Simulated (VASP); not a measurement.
Input of a VASP 6.6.1 run:

The input INCAR:

```
PREC = Accurate
ENCUT = 520
EDIFF = 1E-6
ISMEAR = 0
SIGMA = 0.1
LREAL = False
LASPH = True
NELM = 100
ALGO = Normal
ISIF = 2
LWAVE = False
LCHARG = False
GGA = PS
NBANDS = 16
```

File KPOINTS:

```
Automatic mesh
0
Gamma
  24 24 18
```

The input POSCAR:

```
WC
1.0
    2.9202173735      0.0000000000      0.0000000000
   -1.4601086867      2.5289824300      0.0000000000
    0.0000000000      0.0000000000      2.7429241498
W C
1 1
Direct
    0.0000000005     -0.0000000005      0.0000000000
    0.6666666661      0.3333333339      0.5000000000
```

Potentials or basis: VASP PAW PBE potentials, release 64 (W_sv, C).

Launch:

```sh
$ cat potpaw_PBE.64/W_sv/POTCAR potpaw_PBE.64/C/POTCAR > POTCAR
$ mpirun -np 1 vasp_std > vasp.out
```

What does it give for the band gap on the k mesh?

Zero (bands 9 and 10 overlap by 1.50 eV).

What does it give for the pressure?

10.2 GPa.

Stress tensor (GPa, compression positive):
```
-0.07  0.00  0.00
 0.00 -0.07  0.00
 0.00  0.00 30.61
```

Caveat: the cell differs from its parent crystal (uniaxial strain along c: -3.0 %); the cell stands under pressure; the PAW data sets were made with another functional, which shifts forces and pressure a little; spin-orbit coupling is left out, which moves the levels of the heavy elements.
